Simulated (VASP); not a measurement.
# AlN (P1) in VASP: single point with r2SCAN

Aim: the single point of AlN with r2SCAN.

Program: VASP 6.6.1. These are calculated values, not measurements. Logs are shortened: lines on timing, memory, paths and dates and some standing lists are left out, and cuts for length are marked.

## 1. The cell of the first run

The typed cell holds 8 atoms: a = 5.267 Å, b = 3.065 Å, c = 5.918 Å, α = 75.16°, β = 62.82°, γ = 91.67°.

## 2. Single point, r2SCAN, collinear spin, ferromagnetic start

The input, POSCAR:

```
AlN
1.0
    4.5990390000      2.5662890000      0.0604820000
   -1.5706360000      2.6314550000      0.0186340000
    1.5483680000      2.6537330000      5.0575960000
Al N
4 4
Direct
    0.1688780000      0.4768770000      0.9930580000
    0.6956200000      0.0050270000      0.9916580000
    0.1046310000      0.7468580000      0.4844150000
    0.5677630000      0.2527090000      0.5007280000
    0.4890080000      0.7998800000      0.3873460000
    0.9591970000      0.3149860000      0.3822170000
    0.4035150000      0.0672190000      0.8868250000
    0.9031770000      0.5572610000      0.8760160000
```

The input, INCAR.step1:

```
SYSTEM = AlN
PREC = Accurate ; ENCUT = 520
ISMEAR = -5 ; SIGMA = 0.1
LREAL = .FALSE. ; LASPH = .TRUE.
NELM = 150 ; ISPIN = 2
MAGMOM = 2 2 1 2 2 0.3 3 1 ; NELECT = 31.0
NBANDS = 30 ; GGA = PE
ALGO = Normal ; EDIFF = 1E-4
LWAVE = .TRUE. ; LCHARG = .FALSE.
```

The input, INCAR.step2:

```
SYSTEM = AlN
PREC = Accurate ; ENCUT = 520
EDIFF = 1E-7 ; ISMEAR = -5
SIGMA = 0.1 ; LREAL = .FALSE.
LASPH = .TRUE. ; NELM = 150
ALGO = Normal ; ISIF = 2
LWAVE = .FALSE. ; LCHARG = .TRUE.
ISPIN = 2 ; MAGMOM = 2 2 1 2 2 0.3 3 1
LORBIT = 11 ; METAGGA = R2SCAN
LMIXTAU = .TRUE. ; LELF = .TRUE.
LVHAR = .TRUE. ; NELECT = 31.0
NBANDS = 30 ; ISTART = 1
```

The input, KPOINTS:

```
Automatic mesh
0
Gamma
  4 6 4
  0.5 0 0.5
```

Potentials or basis: VASP PAW PBE potentials, release 64 (Al, N).

Command:

```sh
> cat potpaw_PBE.64/Al/POTCAR potpaw_PBE.64/N/POTCAR > POTCAR
> cp INCAR.step1 INCAR
> mpirun -np 1 vasp_std > vasp.out
> cp INCAR.step2 INCAR
> mpirun -np 1 vasp_std > vasp.out
```

OUTCAR:

```text
SYSTEM = AlN
   PREC = Accurate
   ENCUT = 520
   EDIFF = 1E-7
   ISMEAR = -5
   LREAL = .FALSE.
   LASPH = .TRUE.
   NELM = 150
   ISIF = 2
   ISPIN = 2
   LORBIT = 11
   METAGGA = R2SCAN
   NELECT = 31.0
   ISTART = 1

 ion  position               nearest neighbor table
   1  0.169  0.477  0.993-   7 1.81   8 1.82   7 1.94   6 1.96   2 2.85   4 2.98   2 3.01   4 3.02
                             3 3.05   3 3.09   3 3.10   4 3.11   2 3.16   2 3.17
   2  0.696  0.005  0.992-   8 1.77   8 1.85   7 1.90   5 1.99   1 2.85   1 3.01   3 3.02   3 3.03
                             4 3.06   4 3.07   3 3.11   1 3.16   1 3.17   4 3.19
   3  0.105  0.747  0.484-   5 1.82   6 1.87   8 1.97   6 1.99   4 2.90   4 2.93   2 3.02   2 3.03
                             1 3.05   1 3.09   1 3.10   2 3.11   4 3.12   4 3.24
   4  0.568  0.253  0.501-   5 1.78   5 1.80   6 1.83   7 1.95   3 2.90   3 2.93   1 2.98   1 3.02
                             2 3.06   2 3.07   1 3.11   3 3.12   2 3.19   3 3.24
   5  0.489  0.800  0.387-   4 1.78   4 1.80   3 1.82   2 1.99
   6  0.959  0.315  0.382-   4 1.83   3 1.87   1 1.96   3 1.99
   7  0.404  0.067  0.887-   1 1.81   2 1.90   1 1.94   4 1.95
   8  0.903  0.557  0.876-   2 1.77   1 1.82   2 1.85   3 1.97

  LATTYP: Found a triclinic cell.
 ALAT       =     3.0646043933
 B/A-ratio  =     2.3912229965
 C/A-ratio  =     2.0133629875
 COS(alpha) =     0.0059574381
 COS(beta)  =     0.5214956749
 COS(gamma) =     0.6250498517

  Lattice vectors:

 A1 = (   1.5706360000,  -2.6314550000,  -0.0186340000)
 A2 = (   0.0222680000,  -5.2851880000,  -5.0762300000)
 A3 = (   6.1696750000,  -0.0651660000,   0.0418480000)

Analysis of symmetry for initial positions (statically):
=====================================================================
 Subroutine PRICEL returns:
 Original cell was already a primitive cell.

 Routine SETGRP: Setting up the symmetry group for a
 triclinic supercell.

 Subroutine GETGRP returns: Found  1 space group operations
 (whereof  1 operations were pure point group operations)
 out of a pool of  2 trial point group operations.

The static configuration has the point symmetry C_1 .

Analysis of symmetry for dynamics (positions and initial velocities):
=====================================================================
 Subroutine PRICEL returns:
 Original cell was already a primitive cell.

 Routine SETGRP: Setting up the symmetry group for a
 triclinic supercell.

 Subroutine GETGRP returns: Found  1 space group operations
 (whereof  1 operations were pure point group operations)
 out of a pool of  2 trial point group operations.

The dynamic configuration has the point symmetry C_1 .

Analysis of structural, dynamic, and magnetic symmetry:
[... 173 lines left out ...]
  energy without entropy =      -81.91871705  energy(sigma->0) =      -81.91871705

 E-fermi :   5.5167     XC(G=0): -11.3900

 val. band max:        5.5879008978   @ k =   0.3750  -0.3333   0.1250
 cond. band min:       5.5200144761   @ k =  -0.3750   0.1667   0.1250
 fundamental gap:     -0.0678864217
 Fermi energy:         5.5167455832

 spin component 1

 k-point     1 :       0.1250   -0.0000    0.1250
  band No.  band energies     occupation
      1     -10.0460      1.00000
      2      -8.1468      1.00000
      3      -7.9199      1.00000
      4      -7.6545      1.00000
      5       0.0554      1.00000
      6       0.4791      1.00000
[... 709 lines left out ...]
     26      18.8981      0.00000
     27      19.3369      0.00000

 [... further k-points ...]

 spin component 2

 k-point     1 :       0.1250   -0.0000    0.1250
  band No.  band energies     occupation
      1     -10.0275      1.00000
      2      -8.1248      1.00000
      3      -7.8859      1.00000
      4      -7.6395      1.00000
      5       0.0761      1.00000
      6       0.4995      1.00000
[... 709 lines left out ...]
     26      18.9118      0.00000
     27      19.3463      0.00000

 [... further k-points ...]

 [bands above 27 left out]

------------------------ aborting loop because EDIFF is reached ----------------------------------------

  FORCE on cell =-STRESS in cart. coord.  units (eV):
  Direction    XX          YY          ZZ          XY          YZ          ZX
  --------------------------------------------------------------------------------------
  -------------------------------------------------------------------------------------
  Total       -2.5780996     -0.8511498    -12.7900005      1.1578806     -0.4204180     -0.6411118
  in kB      -51.0314937    -16.8478551   -253.1682008     22.9193533     -8.3218500    -12.6903146
  external PRESSURE =    -107.0158499 kB  Pullay stress =       0.0000000 kB

 VOLUME and BASIS-vectors are now :
 -----------------------------------------------------------------------------
  energy-cutoff  :      520.00
  volume of cell :       80.94
      direct lattice vectors                 reciprocal lattice vectors
     4.599039000  2.566289000  0.060482000     0.163814162  0.098496828 -0.101832746
    -1.570636000  2.631455000  0.018634000    -0.158370280  0.286211565 -0.101691317
     1.548368000  2.653733000  5.057596000    -0.001375503 -0.002232395  0.199314845

 POSITION                                       TOTAL-FORCE (eV/Angst)
 -----------------------------------------------------------------------------------
      1.56530      4.32358      5.04159         0.015572      1.513480      0.855191
      4.72674      4.42999      5.05757        -0.821613     -1.904531      0.841305
      0.05821      3.51934      2.47022        -1.657215     -0.112855      0.732137
      2.98956      3.45083      2.57153         1.526805      0.427477      1.017951
      1.59240      4.38770      2.00352        -1.462381     -0.379367     -1.527870
      4.50847      4.30475      1.99698         2.031560      0.260541     -0.656277
      3.12334      3.56582      4.51086         0.556077     -0.982054     -0.103902
      4.63489      6.10893      4.49554        -0.188805      1.177309     -1.158535
 -----------------------------------------------------------------------------------
    total drift:                               -0.000336     -0.000637     -0.007179

  FREE ENERGIE OF THE ION-ELECTRON SYSTEM (eV)
  ---------------------------------------------------
  free  energy   TOTEN  =       -81.9187170495 eV

  energy  without entropy=      -81.9187170495  energy(sigma->0) =      -81.91871705

 total charge

# of ion       s       p       d       tot
------------------------------------------
    1        0.368   0.446   0.000   0.814
    2        0.363   0.445   0.000   0.807
    3        0.358   0.421   0.000   0.779
    4        0.375   0.477   0.000   0.852
    5        1.245   2.673   0.000   3.918
    6        1.249   2.560   0.000   3.809
    7        1.246   2.579   0.000   3.825
    8        1.244   2.660   0.000   3.904
--------------------------------------------------
tot          6.448  12.260   0.000  18.708

 magnetization (x)

# of ion       s       p       d       tot
------------------------------------------
    1       -0.001   0.003   0.000   0.002
    2       -0.001   0.000   0.000  -0.001
    3        0.001  -0.003   0.000  -0.002
    4       -0.000   0.001   0.000   0.001
    5       -0.000  -0.004   0.000  -0.004
    6       -0.002  -0.055   0.000  -0.057
    7        0.003   0.081   0.000   0.084
    8        0.001   0.019   0.000   0.020
--------------------------------------------------
tot          0.001   0.043   0.000   0.044
```

OUTCAR.step1:

```text
SYSTEM = AlN
   PREC = Accurate
   ENCUT = 520
   ISMEAR = -5
   LREAL = .FALSE.
   LASPH = .TRUE.
   NELM = 150
[... 1720 lines left out ...]
      4.50847      4.30475      1.99698         1.969172      0.217833     -0.615785
      3.12334      3.56582      4.51086         0.603823     -0.959237     -0.094705
      4.63489      6.10893      4.49554        -0.227709      1.155680     -1.165752
 -----------------------------------------------------------------------------------
    total drift:                               -0.002980     -0.000789      0.001410

  FREE ENERGIE OF THE ION-ELECTRON SYSTEM (eV)
  ---------------------------------------------------
  free  energy   TOTEN  =       -64.7787832964 eV

  energy  without entropy=      -64.7787832964  energy(sigma->0) =      -64.77878330
```

OSZICAR.step1:

```text
N       E                     dE             d eps       ncg     rms          rms(c)
DAV:   1     0.953823491275E+02    0.95382E+02   -0.14507E+04  5760   0.929E+02
DAV:   2    -0.555056129351E+02   -0.15089E+03   -0.14293E+03  7438   0.204E+02
DAV:   3    -0.640303958421E+02   -0.85248E+01   -0.84605E+01  7520   0.479E+01
DAV:   4    -0.640972366644E+02   -0.66841E-01   -0.66816E-01  6740   0.477E+00
DAV:   5    -0.640981141328E+02   -0.87747E-03   -0.87734E-03  7176   0.540E-01    0.252E+01
DAV:   6    -0.651732879975E+02   -0.10752E+01   -0.31691E+01  7302   0.253E+01    0.878E+00
DAV:   7    -0.648989198810E+02    0.27437E+00   -0.75532E+00  7168   0.144E+01    0.537E+00
DAV:   8    -0.647913664663E+02    0.10755E+00   -0.21719E+00  7070   0.633E+00    0.333E+00
DAV:   9    -0.647841857587E+02    0.71807E-02   -0.46267E-01  7142   0.269E+00    0.176E+00
DAV:  10    -0.647792236368E+02    0.49621E-02   -0.15183E-01  7372   0.177E+00    0.583E-01
DAV:  11    -0.647783725762E+02    0.85106E-03   -0.22167E-02  7032   0.750E-01    0.319E-01
DAV:  12    -0.647785953905E+02   -0.22281E-03   -0.33819E-03  7250   0.295E-01    0.229E-01
DAV:  13    -0.647788341977E+02   -0.23881E-03   -0.86892E-04  7048   0.131E-01    0.831E-02
DAV:  14    -0.647787832964E+02    0.50901E-04   -0.24799E-04  4680   0.856E-02
   1 F= -.64778783E+02 E0= -.64778783E+02  d E =0.000000E+00  mag=    -0.0734
```

It took 12 min on 1 thread of Intel Xeon 6975P-C (Granite Rapids), shared host; peak memory 0.37 GiB.

What came out:

| Item | Value |
| --- | --- |
| Free energy | -81.9187 eV |
| Largest force | 2.238 eV/Å |
| Net moment | 0.06 μB per cell |
| Site moments | Al +0.00, -0.00 (each value once); N -0.00, -0.06, +0.08, +0.02 μB |
| Valence electrons inside the program's atomic spheres | Al 0.81, 0.78, 0.85 (each value once); N 3.92, 3.81, 3.83, 3.90 |

Forces on the atoms (eV/Å):
```
Al   0.016  1.513  0.855
Al  -0.822 -1.905  0.841
Al  -1.657 -0.113  0.732
Al   1.527  0.427  1.018
N   -1.462 -0.379 -1.528
N    2.032  0.261 -0.656
N    0.556 -0.982 -0.104
N   -0.189  1.177 -1.159
```

Levels at points of the mesh, in eV from the Fermi level:
Spin up:
```tsv
k point	band 13	band 14	band 15	band 16	band 17	band 18	band 19	band 20
(0.12, 0.00, 0.12)	-0.34	-0.02	0.24	0.45	5.88	6.81	7.16	8.89
```
Spin down:
| k point | band 13 | band 14 | band 15 | band 16 | band 17 | band 18 | band 19 | band 20 |
| --- | --- | --- | --- | --- | --- | --- | --- | --- |
| (0.12, 0.00, 0.12) | -0.35 | -0.02 | 0.18 | 0.55 | 5.89 | 6.82 | 7.18 | 8.90 |

Caveat: the cell carries a net charge on a neutralising background, which shifts energy and pressure; the cell is charged against a uniform background, so pressure and absolute levels hang on convention; the PAW data sets were made with another functional, which shifts forces and pressure a little; tetrahedron occupations give inexact forces and stress in metals.
